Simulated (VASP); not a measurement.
Ru, 1 atom in the cell. The typed cell holds 1 atom: a = 2.701 Å, b = 2.701 Å, c = 2.667 Å, α = 90.00°, β = 59.56°, γ = 120.00°. 

```yaml
Program: VASP 6.6.1
Task: single point
Functional: PBEsol
Potentials_or_basis: VASP PAW PBE potentials, release 64 (Ru_pv)
Cutoff: 520 eV
k_mesh: 15 × 15 × 16
Occupations: gaussian, width 0.1 eV
Spin: no spin polarisation
Dipole_correction: no
Further_INCAR_settings: ALGO = Fast; EDIFF = 1e-06; NBANDS = 13
```

Potentials or basis: VASP PAW PBE potentials, release 64 (Ru_pv).

Launch:

```console
$ cat potpaw_PBE.64/Ru_pv/POTCAR > POTCAR
$ mpirun -np 1 vasp_std > vasp.out
```

Hardware: 1 thread of AMD EPYC 7R13 Processor (Zen 3) (shared host).

Q: Estimate the wall time of this run.

A: Wall time 110 s on 1 thread of AMD EPYC 7R13 Processor (Zen 3), on a shared host, peak memory 0.23 GiB. Counts: scf iterations 12, k points 968.
